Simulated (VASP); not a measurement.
# Sr12Si in VASP: a series of runs

Sr12Si is run at these levels: PBE+D3(BJ); tasks: single point.

All numbers are computed with VASP 6.6.1; they aren't measurements. Logs are shortened: lines on timing, memory, paths and dates and some standing lists are left out, and cuts for length are marked.

### Step 1. The cell of the first run

The cell holds a slab with vacuum, 13 atoms: a = 8.598 Å, b = 8.598 Å, c = 18.021 Å, α = 90.00°, β = 90.00°, γ = 60.00°.

### Step 2. Single point, PBE+D3(BJ)

Contents of INCAR:

```
ALGO = Normal ; EDIFF = 1E-6
ENCUT = 520 ; GGA = PE
ISIF = 2 ; ISMEAR = 0
IVDW = 12 ; LASPH = T
LCHARG = F ; LREAL = F
LWAVE = F ; NBANDS = 74
NELM = 80 ; PREC = Accurate
SIGMA = 0.1
```

Contents of KPOINTS:

```
k-points
0
Gamma
  2 2 1
```

Contents of POSCAR:

```
Sr12Si
1.0
    8.5984180000      0.0000000000      0.0000000000
    4.2992090000      7.4464490000      0.0000000000
    0.0000000000      0.0000000000     18.0205790000
Sr Si
12 1
Direct
    0.1666667136      0.1666666890      0.0554921127
    0.6666667136      0.1666666890      0.0554921127
    0.1666666219      0.6666667562      0.0554921127
    0.6666666219      0.6666667562      0.0554921127
   -0.2565776869      0.3754609748      0.2466133857
    0.2189557914      0.3838151581      0.2438986561
   -0.2698979052      0.8875942077      0.2510912108
    0.2411181090      0.8745994232      0.2500349739
   -0.0729696232      0.0306454795      0.4435053946
    0.3672529809      0.0750955254      0.4360510281
   -0.1844305220      0.5961344797      0.4524259182
    0.3927680332      0.5202011053      0.4195750314
    0.3034392672      0.8184852941      0.5148676965
```

Potentials or basis: VASP PAW PBE potentials, release 64 (Sr_sv, Si).

On the command line:

```
$ cat potpaw_PBE.64/Sr_sv/POTCAR potpaw_PBE.64/Si/POTCAR > POTCAR
$ mpirun -np 1 vasp_std > vasp.out
```

OUTCAR:

```text
EDIFF = 1E-6
   ENCUT = 520
   GGA = PE
   ISIF = 2
   ISMEAR = 0
   IVDW = 12
   LASPH = T
   LREAL = F
   NELM = 80
   PREC = Accurate
 IVDW          = 12

 ion  position               nearest neighbor table
   1  0.167  0.167  0.055-   6 4.01   8 4.17   4 4.30   2 4.30   2 4.30   3 4.30   3 4.30   4 4.30
                             5 4.67
   2  0.667  0.167  0.055-   5 4.09   7 4.14   3 4.30   1 4.30   1 4.30   4 4.30   4 4.30   3 4.30
                             6 4.76
   3  0.167  0.667  0.055-   6 4.07   8 4.13   2 4.30   4 4.30   4 4.30   1 4.30   1 4.30   2 4.30
                             7 4.80
   4  0.667  0.667  0.055-   5 4.11   7 4.17   1 4.30   3 4.30   3 4.30   2 4.30   2 4.30   1 4.30
                             8 4.73
   5  0.743  0.375  0.247-  12 4.07   2 4.09   4 4.11   6 4.13   7 4.25   8 4.29   8 4.31   7 4.35
                            11 4.35   9 4.38   6 4.47   1 4.67
   6  0.219  0.384  0.244-  12 3.92   1 4.01   3 4.07   5 4.13  10 4.16   7 4.27   8 4.29   8 4.32
                             7 4.33   5 4.47   2 4.76  11 4.81
   7  0.730  0.888  0.251-   2 4.14   4 4.17   5 4.25  11 4.26   8 4.26   6 4.27  10 4.29   9 4.30
                             6 4.33   8 4.34   5 4.35   3 4.80
   8  0.241  0.875  0.250-  12 4.04   3 4.13  10 4.15   1 4.17   9 4.20   7 4.26   6 4.29   5 4.29
                             5 4.31   6 4.32   7 4.34   4 4.73
   9  0.927  0.031  0.444-  13 3.09  10 3.99   8 4.20  12 4.23  11 4.30   7 4.30   5 4.38  12 4.44
                            11 4.46  10 4.64
  10  0.367  0.075  0.436-  13 2.90  12 3.95   9 3.99  11 4.00   8 4.15   6 4.16   7 4.29  11 4.63
                             9 4.64  12 4.67
  11  0.816  0.596  0.452-  13 3.99  10 4.00  12 4.05   7 4.26   9 4.30   5 4.35   9 4.46  10 4.63
                            12 4.71   6 4.81
  12  0.393  0.520  0.420-  13 2.85   6 3.92  10 3.95   8 4.04  11 4.05   5 4.07   9 4.23   9 4.44
                            10 4.67  11 4.71
  13  0.303  0.818  0.515-  12 2.85  10 2.90   9 3.09  11 3.99

  LATTYP: Found a hexagonal cell.
 ALAT       =     8.5984185020
 C/A-ratio  =     2.0958015705

  Lattice vectors:

 A1 = (  -4.2992090000,  -7.4464490000,   0.0000000000)
 A2 = (   8.5984180000,   0.0000000000,   0.0000000000)
 A3 = (   0.0000000000,   0.0000000000,  18.0205790000)

Analysis of symmetry for initial positions (statically):
=====================================================================
 Subroutine PRICEL returns:
 Original cell was already a primitive cell.

 Routine SETGRP: Setting up the symmetry group for a
 hexagonal supercell.

 Subroutine GETGRP returns: Found  1 space group operations
 (whereof  1 operations were pure point group operations)
 out of a pool of 24 trial point group operations.

The static configuration has the point symmetry C_1 .

Analysis of symmetry for dynamics (positions and initial velocities):
=====================================================================
 Subroutine PRICEL returns:
 Original cell was already a primitive cell.

 Routine SETGRP: Setting up the symmetry group for a
 hexagonal supercell.

 Subroutine GETGRP returns: Found  1 space group operations
 (whereof  1 operations were pure point group operations)
 out of a pool of 24 trial point group operations.

The dynamic configuration has the point symmetry C_1 .

 Subroutine INISYM returns: Found  1 space group operations
 (whereof  1 operations are pure point group operations),
 and found     1 'primitive' translations

----------------------------------------------------------------------------------------

                                     Primitive cell

  volume of cell :    1153.8159

  direct lattice vectors                    reciprocal lattice vectors
     8.598418000  0.000000000  0.000000000     0.116300464 -0.067146099  0.000000000
     4.299209000  7.446449000  0.000000000     0.000000000  0.134292198  0.000000000
     0.000000000  0.000000000 18.020579000     0.000000000  0.000000000  0.055492113

  length of vectors
     8.598418000  8.598418502 18.020579000     0.134292205  0.134292198  0.055492113

  position of ions in fractional coordinates (direct lattice)
     0.166666714  0.166666689  0.055492113
     0.666666714  0.166666689  0.055492113
     0.166666622  0.666666756  0.055492113
[... 32 lines left out ...]
 Grid dimensions read from file:
 generate k-points for:    2    2    1

 Generating k-lattice:

  Cartesian coordinates                     Fractional coordinates (reciprocal lattice)
     0.058150232 -0.033573049  0.000000000     0.500000000  0.000000000  0.000000000
     0.000000000  0.067146099  0.000000000     0.000000000  0.500000000  0.000000000
     0.000000000  0.000000000  0.055492113     0.000000000  0.000000000  1.000000000

  Length of vectors
     0.067146103  0.067146099  0.055492113

  Shift w.r.t. Gamma in fractional coordinates (k-lattice)
     0.000000000  0.000000000  0.000000000

 Subroutine IBZKPT returns following result:
 ===========================================

 Found      4 irreducible k-points:

 Following reciprocal coordinates:
            Coordinates               Weight
  0.000000  0.000000  0.000000      1.000000
  0.500000  0.000000  0.000000      1.000000
  0.500000  0.500000  0.000000      1.000000
  0.000000  0.500000  0.000000      1.000000
   k-points           NKPTS =      4   k-points in BZ     NKDIM =      4   number of bands    NBANDS=     74
   number of dos      NEDOS =    301   number of ions     NIONS =     13
   total plane-waves  NPLWV = 573440
   dimension x,y,z NGX =    64 NGY =   64 NGZ =  140
   dimension x,y,z NGXF=   128 NGYF=  128 NGZF=  280
   ions per type =              12   1
   NGX,Y,Z   is equivalent  to a cutoff of  12.37, 12.37, 12.92 a.u.
   NGXF,Y,Z  is equivalent  to a cutoff of  24.75, 24.75, 25.83 a.u.
 SYSTEM =  unknown system
   PREC   = accura    normal or accurate (medium, high low for compatibility)
   ISTART =      0    job   : 0-new  1-cont  2-samecut
   ICHARG =      2    charge: 1-file 2-atom 10-const
   ISPIN  =      1    spin polarized calculation?
   LNONCOLLINEAR =      F non collinear calculations
   LSORBIT =      F    spin-orbit coupling
   LASPH  =      T    aspherical Exc in radial PAW
   ENCUT  =  520.0 eV  38.22 Ry    6.18 a.u.  15.99 15.99 33.51*2*pi/ulx,y,z
   NELM   =     80;   NELMIN=  2; NELMDL= -5     # of ELM steps
   EDIFF  = 0.1E-05   stopping-criterion for ELM
   LREAL  =      F    real-space projection
   EDIFFG = 0.1E-04   stopping-criterion for IOM
   NSW    =      0    number of steps for IOM
   IBRION =     -1    ionic relax: 0-MD 1-quasi-New 2-CG
   NFREE  =      0    steps in history (QN), initial steepest desc. (CG)
   ISIF   =      2    stress and relaxation
   ISYM   =      2    0-nonsym 1-usesym 2-fastsym
   POTIM  = 0.5000    time-step for ionic-motion
   TEBEG  =    0.0;   TEEND  =   0.0 temperature during run
   PSTRESS=    0.0 pullay stress
   NELECT =     124.0000    total number of electrons
   NUPDOWN=      -1.0000    fix difference up-down
   EMIN   =  10.00;   EMAX   =-10.00  energy-range for DOS
   EFERMI =   0.00;   METHOD = LEGACY
   ISMEAR =     0;   SIGMA  =   0.10  broadening in eV -4-tet -1-fermi 0-gaus
   EFERMI_NEDOS =   21; number of points for ismear=-14 and -15
   IALGO  =     38    algorithm
   IMIX   =      4    mixing-type and parameters
     AMIX     =   0.40;   BMIX     =  1.00
     AMIX_MAG =   1.60;   BMIX_MAG =  1.00
  volume/ion in A,a.u.               =      88.76       598.95
  Fermi-wavevector in a.u.,A,eV,Ry     =   0.778341  1.470851  8.242609  0.605815
  Thomas-Fermi vector in A             =   1.881217
   LORBIT       =      0    0 simple, 1 ext, 2 COOP (PROOUT), +10 PAW based schemes
   GGA     = PE    functional components
   LHFCALC =     F    Hartree Fock is set to
   AEXX    =    0.0000 exact exchange contribution
   IVDW    =    12    specifies the selected vdW correction
   LEPSILON=     F    determine dielectric tensor
   LRPA    =     F    only Hartree local field effects (RPA)
 non-spin polarized calculation
 Gauss-broadening in eV      SIGMA  =   0.10
  energy-cutoff  :      520.00
  volume of cell :     1153.82
 maximum number of plane-waves:     31100
 NGX is ok and might be reduce to    64
   NGX = 31   NGY = 31   NGZ = 67

 number of electron     124.0000000 magnetization

 Free energy of the ion-electron system (eV)
  ---------------------------------------------------
  ext. energy  EPLUGINS =         0.00000000
  ---------------------------------------------------
  free energy    TOTEN  =       -21.49388648 eV

  energy without entropy =      -21.42852834  energy(sigma->0) =      -21.46120741

 E-fermi :  -0.1341     XC(G=0):  -5.1086

 val. band max:       -0.1620225824   @ k =   0.5000   0.5000   0.0000
 cond. band min:      -0.1195638992   @ k =   0.0000   0.5000   0.0000
 fundamental gap:      0.0424586832
 Fermi energy:        -0.1340706348

 k-point     1 :       0.0000    0.0000    0.0000
  band No.  band energies     occupation
      1     -37.2448      2.00000
      2     -37.2390      2.00000
      3     -37.2364      2.00000
      4     -37.2272      2.00000
      5     -37.2201      2.00000
      6     -36.8117      2.00000
[... 297 lines left out ...]
     73       0.6628      0.00000
     74       0.8115      0.00000

------------------------ aborting loop because EDIFF is reached ----------------------------------------

 Edisp (eV)   -1.93778

 E8    (eV) :    -1.0715

  FORCE on cell =-STRESS in cart. coord.  units (eV):
  Direction    XX          YY          ZZ          XY          YZ          ZX
  --------------------------------------------------------------------------------------
  -------------------------------------------------------------------------------------
  Total      -3.85476    -0.45555    -0.27032     2.99866    -0.00284     0.65615
  in kB      -5.35268    -0.63257    -0.37536     4.16391    -0.00394     0.91112
  external pressure =       -2.12 kB  Pullay stress =        0.00 kB

 VOLUME and BASIS-vectors are now :
 -----------------------------------------------------------------------------
  energy-cutoff  :      520.00
  volume of cell :     1153.82
      direct lattice vectors                 reciprocal lattice vectors
     8.598418000  0.000000000  0.000000000     0.116300464 -0.067146099  0.000000000
     4.299209000  7.446449000  0.000000000     0.000000000  0.134292198  0.000000000
     0.000000000  0.000000000 18.020579000     0.000000000  0.000000000  0.055492113

 POSITION                                       TOTAL-FORCE (eV/Angst)
 -----------------------------------------------------------------------------------
      2.14960      1.24107      1.00000        -0.045133     -0.024321     -0.032302
      6.44881      1.24107      1.00000        -0.043015      0.008670     -0.012193
      4.29921      4.96430      1.00000        -0.026560      0.022866     -0.001968
      8.59842      4.96430      1.00000         0.002969      0.011138      0.033312
      8.00644      2.79585      4.44412         0.012247     -0.036379      0.023286
      3.53278      2.85806      4.39520        -0.000963      0.017950     -0.013235
     10.09368      6.60943      4.52481         0.044334     -0.012829      0.000665
      5.83332      6.51266      4.50577         0.049419     -0.002290      0.000236
      8.10275      0.22820      7.99222         0.037152     -0.067614      0.046120
      3.48065      0.55920      7.85789         0.025225      0.072892     -0.058100
      9.57551      4.43909      8.15298        -0.184085      0.010349      0.002614
      5.61364      3.87365      7.56098        -0.062191     -0.012192     -0.002931
      6.12794      6.09481      9.27821         0.190602      0.011760      0.014497
 -----------------------------------------------------------------------------------
    total drift:                               -0.000002      0.000082      0.000078

  FREE ENERGIE OF THE ION-ELECTRON SYSTEM (eV)
  ---------------------------------------------------
  free  energy   TOTEN  =       -23.4316617502 eV

  energy  without entropy=      -23.3663036070  energy(sigma->0) =      -23.39898268
```

It took 14 min on 1 thread of Intel Xeon Platinum 8488C (Sapphire Rapids), shared host; peak memory 1.1 GiB.

What came out:

| Item | Value |
| --- | --- |
| Free energy | -23.4317 eV |
| Largest force | 0.192 eV/Å |
| Band gap on the k mesh | zero (bands 62 and 63 overlap by 0.12 eV) |
| Dispersion energy per atom | -0.149 eV |

Forces in eV/Å, atoms in the order of the input:
```
Sr  -0.045 -0.024 -0.032
Sr  -0.043  0.009 -0.012
Sr  -0.027  0.023 -0.002
Sr   0.003  0.011  0.033
Sr   0.012 -0.036  0.023
Sr  -0.001  0.018 -0.013
Sr   0.044 -0.013  0.001
Sr   0.049 -0.002  0.000
Sr   0.037 -0.068  0.046
Sr   0.025  0.073 -0.058
Sr  -0.184  0.010  0.003
Sr  -0.062 -0.012 -0.003
Si   0.191  0.012  0.014
```

Caveat: the k points lie up to 0.42 Å⁻¹ apart; there is no dipole correction, which matters where the two faces differ.

### Step 3. Single point, PBE+D3(BJ)

Contents of INCAR:

```
SYSTEM = Sr12Si
PREC     = Accurate       ! precision mode
ENCUT    = 520            ! plane-wave cutoff, eV
EDIFF    = 1E-6           ! SCF threshold, eV
ISMEAR   = 0              ! smearing method
SIGMA    = 0.1            ! smearing width, eV
LREAL    = .False.        ! projectors in reciprocal space
LASPH    = .True.         ! aspherical terms in the spheres
NELM     = 80             ! most SCF steps
ALGO     = Normal         ! electronic algorithm
ISIF     = 2              ! what is computed and relaxed
LWAVE    = .False.        ! write WAVECAR
LCHARG   = .False.        ! write CHGCAR
GGA      = PE             ! functional
IVDW     = 12             ! dispersion correction
NBANDS   = 74             ! bands
```

Contents of KPOINTS:

```
Automatic mesh
0
Gamma
  2 2 1
  0 0 0
```

Contents of POSCAR:

```
Sr12Si
1.0
    8.5984180000      0.0000000000      0.0000000000
    4.2992090000      7.4464490000      0.0000000000
    0.0000000000      0.0000000000     18.0205790000
Sr Si
12 1
Direct
    0.1666667136      0.1666666890      0.0554921127
    0.6666667136      0.1666666890      0.0554921127
    0.1666666219      0.6666667562      0.0554921127
    0.6666666219      0.6666667562      0.0554921127
   -0.2151312175      0.3679302712      0.2395305389
    0.2747384753      0.3511947775      0.2492461535
   -0.2390258727      0.8668486147      0.2519081102
    0.2648999940      0.8562524231      0.2504799652
   -0.0815154024      0.0830491151      0.4270387761
    0.4069536548      0.0047837567      0.4507234202
   -0.0062842296      0.5982208433      0.4557559444
    0.4777578415      0.5092174807      0.4204682325
    0.2087185809      0.7979336191      0.5061462232
```

Potentials or basis: VASP PAW PBE potentials, release 64 (Sr_sv, Si).

On the command line:

```
$ cat potpaw_PBE.64/Sr_sv/POTCAR potpaw_PBE.64/Si/POTCAR > POTCAR
$ mpirun -np 1 vasp_std > vasp.out
```

Wall time 15 min (1 thread of Intel Xeon Platinum 8488C (Sapphire Rapids), shared host); peak memory 1.1 GiB.

It converged, with:

```yaml
Free_energy: -23.6196 eV
Largest_force: 0.092 eV/Å
Band_gap_on_the_k_mesh: 0.01 eV (least direct gap 0.13 eV)
Dispersion_energy_per_atom: -0.147 eV
```

Forces on the atoms (eV/Å):
```
Sr  -0.014 -0.005 -0.005
Sr  -0.041 -0.003  0.000
Sr  -0.061 -0.021  0.064
Sr  -0.013  0.067 -0.062
Sr   0.011 -0.007  0.006
Sr   0.021 -0.006  0.011
Sr   0.009 -0.005  0.002
Sr   0.005 -0.009 -0.012
Sr  -0.029  0.048 -0.036
Sr   0.025 -0.030  0.011
Sr   0.040 -0.003 -0.009
Sr   0.058 -0.030 -0.004
Si  -0.011  0.005  0.035
```

Levels at points of the mesh, in eV from the valence-band top:
| k point | band 60 | band 61 | band 62 | band 63 | band 64 | band 65 |
| --- | --- | --- | --- | --- | --- | --- |
| (0.00, 0.00, 0.00) | -0.63 | -0.56 | -0.12 | 0.01 | 0.08 | 0.15 |
| (0.50, 0.00, 0.00) | -0.26 | -0.13 | 0.00 | 0.19 | 0.22 | 0.29 |
| (0.50, 0.50, 0.00) | -0.27 | -0.25 | -0.06 | 0.19 | 0.22 | 0.27 |
| (0.00, 0.50, 0.00) | -0.29 | -0.12 | 0.00 | 0.20 | 0.21 | 0.29 |

Caveat: the k points lie up to 0.42 Å⁻¹ apart; the smearing spreads over this small gap; there is no dipole correction, which matters where the two faces differ.

The gap in the log of VASP goes by the Fermi energy; the results here count the filled bands.